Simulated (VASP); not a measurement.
# BP (I-4m2) in VASP: a series of runs, part 2 of 2

VASP 6.6.1. The steps go on from the part before.

## 3. G0W0 quasiparticle levels, PBE

This run uses another cell than the first one, of 11.49 Å³/atom.

Contents of POSCAR:

```
BP
1.0
    0.0000000000      2.2456325122      2.2775840145
    2.2456325122      0.0000000000      2.2775840145
    2.2456325122      2.2456325122      0.0000000000
B P
1 1
Direct
    0.0000000000      0.0000000000      0.0000000000
    0.2500000000      0.2500000000      0.2500000000
```

Contents of INCAR.step1:

```
ALGO = Normal
EDIFF = 1E-8
ENCUT = 500
GGA = PE
ISMEAR = 0
LASPH = True
LCHARG = False
LREAL = False
LWAVE = True
NELM = 100
PREC = Accurate
SIGMA = 0.01
```

Contents of INCAR.step2:

```
ALGO = Exact
EDIFF = 1E-8
ENCUT = 500
GGA = PE
ISMEAR = 0
ISTART = 1
LASPH = True
LCHARG = False
LOPTICS = True
LREAL = False
LWAVE = True
NBANDS = 99
NELM = 1
PREC = Accurate
SIGMA = 0.01
```

Contents of INCAR.step3:

```
ALGO = EVGW0
EDIFF = 1E-8
ENCUT = 500
ENCUTGW = 150.0
GGA = PE
ISMEAR = 0
ISTART = 1
LASPH = True
LCHARG = False
LREAL = False
LWAVE = False
NBANDS = 99
NBANDSGW = 12
NELMGW = 1
NOMEGA = 96
OMEGAMAX = 20
PREC = Accurate
PRECFOCK = Fast
SIGMA = 0.01
```

Contents of KPOINTS:

```
k-points
0
Gamma
  6 6 6
```

Potentials or basis: VASP PAW PBE potentials, release 64 (B_GW, P_GW).

Launch:

```bash
$ cat potpaw_PBE.64/B_GW/POTCAR potpaw_PBE.64/P_GW/POTCAR > POTCAR
$ cp INCAR.step1 INCAR
$ mpirun -np 1 vasp_std > vasp.out
$ cp INCAR.step2 INCAR
$ mpirun -np 1 vasp_std > vasp.out
$ cp INCAR.step3 INCAR
$ mpirun -np 1 vasp_std > vasp.out
```

OUTCAR:

```text
EDIFF = 1E-8
   ENCUT = 500
   ENCUTGW = 150.0
   GGA = PE
   ISMEAR = 0
   ISTART = 1
   LASPH = True
   LREAL = False
   NELMGW = 1
   PREC = Accurate
   PRECFOCK = Fast

 ion  position               nearest neighbor table
   1  0.000  0.000  0.000-   2 1.95   2 1.95   2 1.95   2 1.95
   2  0.250  0.250  0.250-   1 1.95   1 1.95   1 1.95   1 1.95

  LATTYP: Found a body centered tetragonal cell.
 ALAT       =     3.1758039549
 C/A-ratio  =     1.4343353978

  Lattice vectors:

 A1 = (  -2.2456325122,   0.0000000000,   2.2775840145)
 A2 = (   2.2456325122,   0.0000000000,   2.2775840145)
 A3 = (   0.0000000000,   2.2456325122,  -2.2775840145)

Analysis of symmetry for initial positions (statically):
=====================================================================
 Subroutine PRICEL returns:
 Original cell was already a primitive cell.

 Routine SETGRP: Setting up the symmetry group for a
 body centered tetragonal supercell.

 Subroutine GETGRP returns: Found  8 space group operations
 (whereof  8 operations were pure point group operations)
 out of a pool of 16 trial point group operations.

The static configuration has the point symmetry D_2d.

Analysis of symmetry for dynamics (positions and initial velocities):
=====================================================================
 Subroutine PRICEL returns:
 Original cell was already a primitive cell.

 Routine SETGRP: Setting up the symmetry group for a
 body centered tetragonal supercell.

 Subroutine GETGRP returns: Found  8 space group operations
[... 121 lines left out ...]
   IMIX   =      4    mixing-type and parameters
     AMIX     =   0.40;   BMIX     =  1.00
     AMIX_MAG =   1.60;   BMIX_MAG =  1.00
  volume/ion in A,a.u.               =      11.49        77.51
  Fermi-wavevector in a.u.,A,eV,Ry     =   1.151801  2.176589 18.050118  1.326646
  Thomas-Fermi vector in A             =   2.288457
   LORBIT       =      0    0 simple, 1 ext, 2 COOP (PROOUT), +10 PAW based schemes
   GGA     = PE    functional components
   LHFCALC =     T    Hartree Fock is set to
   PRECFOCK=fast      Normal, Fast or Accurate (Low or Medium for compatibility)
   ENCUT4O =  -1.0   cutoff for four orbital integrals eV
   NKREDX  =     1    reduce k-point grid by
   NKREDY  =     1    reduce k-point grid by
   NKREDZ  =     1    reduce k-point grid by
   AEXX    =    1.0000 exact exchange contribution
   HFSCREEN=    0.0000 screening length (either q_TF or 0.3 A-1)
   HFSCREENC=   0.0000 screening length for correlation (either q_TF or 0.3 A-1)
   ENCUTFOCK=  -1.0 apply spherical cutoff to Coloumb kernel
   IVDW    =     0    specifies the selected vdW correction
   LEPSILON=     F    determine dielectric tensor
   LRPA    =     F    only Hartree local field effects (RPA)
   LRPAFORCE           =     F    calculate RPA forces
   ENCUTGW             = 150.0    cutoff for response function in eV
   ENCUTGWSOFT         = 120.0    soft cutoff for Coulomb kernel in GW response function in eV
   ENCUTLF             =  -1.0    cutoff for local field effects
   NELMGW              =     1    number of iterations in solving QP/BSE equation
   NELMHF              =     1    number of iterations in the inner HF iteration
   NKREDLFX            =     1    NKREDLFY  =   1   NKREDLFZ  =   1
 non-spin polarized calculation
 Gauss-broadening in eV      SIGMA  =   0.01
  energy-cutoff  :      500.00
  volume of cell :       22.97
 maximum number of plane-waves:       592
  NGX = 14; NGY = 14; NGZ = 14
   NGX = 11   NGY = 11   NGZ = 11
 maximum number of plane-waves:       113
 NGX is ok and might be reduce to    14

 QP shifts <psi_nk| G(iteration)W_0 |psi_nk>: iteration 1
 for sc-GW calculations column KS-energies equals QP-energies in previous step
 and V_xc(KS)=  KS-energies - (<T + V_ion + V_H > + <T+V_H+V_ion>^1  + <V_x>^1)

 k-point   1 :       0.0000    0.0000    0.0000
  band No.  KS-energies  QP-energies   sigma(KS)   V_xc(KS)     V^pw_x(r,r')   Z            occupation Imag(sigma)

      1      -8.2806      -9.0038     -13.1567     -12.0985     -20.5630       0.6834       2.0000       1.3139
      2       7.2389       6.7307     -14.0178     -13.3728     -15.0319       0.7879       2.0000       0.0201
      3       7.3810       6.8762     -13.9859     -13.3456     -14.9641       0.7884       2.0000       0.0197
      4       7.3810       6.8762     -13.9859     -13.3456     -14.9641       0.7884       2.0000       0.0197
      5      10.7372      11.1189     -11.6449     -12.1309      -7.1844       0.7853       0.0000      -0.0552
      6      10.7372      11.1189     -11.6449     -12.1309      -7.1844       0.7853       0.0000      -0.0552
      7      10.8158      11.1956     -11.6364     -12.1198      -7.1610       0.7855       0.0000      -0.0551
      8      14.9652      15.3317     -12.2917     -12.7803      -6.1792       0.7503       0.0000      -0.1307
      9      18.9718      18.9033      -9.6414      -9.5543      -3.4158       0.7853       0.0000      -0.3085
     10      19.2114      19.6764     -11.1790     -11.7791      -5.0256       0.7749       0.0000      -0.2549
     11      19.5858      20.0627     -11.2185     -11.8326      -4.9798       0.7766       0.0000      -0.2794
     12      22.7705      22.8235      -9.8970      -9.9653      -2.8654       0.7766       0.0000      -0.6650
[... 356 lines left out ...]
      1      -4.0711      -4.7348     -13.5100     -12.5844     -19.3360       0.7170       2.0000       0.6869
      2      -0.2562      -0.9999     -13.7195     -12.6871     -17.9903       0.7203       2.0000       0.2334
      3       2.0715       1.3608     -12.9897     -12.0432     -15.7576       0.7509       2.0000       0.0774
      4       3.5438       2.8571     -13.5172     -12.6162     -15.8563       0.7622       2.0000       0.0478
      5       9.1789       9.3626     -10.7060     -10.9359      -6.4140       0.7990       0.0000      -0.0519
      6      11.4295      11.6876     -10.9078     -11.2351      -6.0881       0.7886       0.0000      -0.0646
      7      17.2956      17.7690     -11.8573     -12.4913      -5.1810       0.7467       0.0000      -0.2587
      8      17.7681      18.2294     -12.0215     -12.6412      -5.2061       0.7444       0.0000      -0.2847
      9      21.2600      21.7002     -11.7508     -12.3411      -4.3189       0.7457       0.0000      -0.5157
     10      22.4288      22.8561     -11.4787     -12.0438      -4.2184       0.7563       0.0000      -0.5797
     11      25.2510      25.6405     -12.0406     -12.5680      -4.0691       0.7384       0.0000      -0.8259
     12      26.5834      27.0121     -11.8988     -12.4691      -4.1459       0.7516       0.0000      -0.9528

 [... further k-points ...]
```

OUTCAR.step2:

```text
EDIFF = 1E-8
   ENCUT = 500
   GGA = PE
   ISMEAR = 0
[... 1013 lines left out ...]
  --------------------------------------------------------------------------------------------------------------
     0.00000    10.67571    10.67571    10.92609     0.00000    -0.00000    -0.00000
     1.81504    11.85126    11.85126    12.17771     0.00000    -0.00000    -0.00000
     3.63009    14.26613    14.26613    15.49561     0.00000    -0.00000    -0.00000
     5.44513    26.99881    26.99881    29.68525     0.00000    -0.00000    -0.00000
     7.26018    -6.81248    -6.81248    -6.82441     0.00000     0.00000     0.00000
     9.07522    -2.28820    -2.28820    -2.84009     0.00000     0.00000    -0.00000
[... 92 lines left out ...]
   177.87434     0.98399     0.98399     0.98400    -0.00000     0.00000     0.00000
   179.68938     0.98433     0.98433     0.98434    -0.00000     0.00000     0.00000
```

It took 6.6 min on 1 thread of AMD EPYC 9R45 (Zen 5), shared host; peak memory 0.48 GiB.

Results:

```yaml
Quasiparticle_gap: 1.84 eV
Least_direct_quasiparticle_gap: 4.24 eV
Band_gap_of_the_starting_levels_on_the_mesh: 1.20 eV
Least_direct_gap_of_the_starting_levels_on_the_mesh: 3.36 eV
```

Caveat: the k points lie up to 0.40 Å⁻¹ apart; bands, screening cutoff and mesh are small and nothing is extrapolated, so the quasiparticle values aren't converged.
